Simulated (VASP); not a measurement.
Write the native input for VASP 6.6.1 that does the following.

* Task: relaxation of cell and atoms
* Functional: PBE
* Potentials or basis: VASP PAW PBE potentials, release 64 (Tl_d, Br)
* Cutoff: 500 eV
* k mesh: 7 × 7 × 7
* Occupations: fermi-dirac, width 0.02 eV
* Spin: no spin polarisation
* Dipole correction: no
* Further INCAR settings: ALGO = Normal; EDIFF = 1e-07; IBRION = 2; EDIFFG = -0.005; NSW = 40; ISIF = 3

The structure of TlBr lies in POSCAR:

```
TlBr
1.0
    4.0527484318      0.0000000000      0.0000000000
    0.0000000000      4.0527484318      0.0000000000
    0.0000000000      0.0000000000      4.0527484318
Tl Br
1 1
Direct
    0.0000000000      0.0000000000      0.0000000000
    0.5000000000      0.5000000000      0.5000000000
```

These files were run (other wordings do the same):

INCAR

```
SYSTEM = TlBr
PREC = Accurate
ENCUT = 500
EDIFF = 1E-7
ISMEAR = -1
SIGMA = 0.02
LREAL = .FALSE.
LASPH = .TRUE.
NELM = 120
ALGO = Normal
ISIF = 3
LWAVE = .FALSE.
LCHARG = .FALSE.
GGA = PE
IBRION = 2
NSW = 40
EDIFFG = -0.005
GGA_COMPAT = .FALSE.
NELMIN = 4
```

KPOINTS

```
Automatic mesh
0
G
  7 7 7
  0 0 0
```

Potentials or basis: VASP PAW PBE potentials, release 64 (Tl_d, Br).

Launch:

```bash
$ cat potpaw_PBE.64/Tl_d/POTCAR potpaw_PBE.64/Br/POTCAR > POTCAR
$ mpirun -np 1 vasp_std > vasp.out
```

Results of the run:

* Relaxed volume: 33.25 Å³/atom
* Relaxed cell: a = 4.051 Å, b = 4.051 Å, c = 4.051 Å, α = 90.00°, β = 90.00°, γ = 90.00°
* Space group after relaxing (to 0.1 Å): Pm-3m (No. 221)
* Energy gained by relaxing: 0.0 meV/atom
* Ionic steps: 2
* Pressure after relaxing: 0.0 GPa
* Band gap on the k mesh: 2.37 eV

Caveat: spin-orbit coupling is left out, which moves the levels of the heavy elements; an odd mesh through Γ misses points on the zone boundary, where band edges can lie.

It took 11 s on 1 thread of Intel(R) Xeon(R) 6975P-C (Granite Rapids) (shared host), peak memory 0.17 GiB.
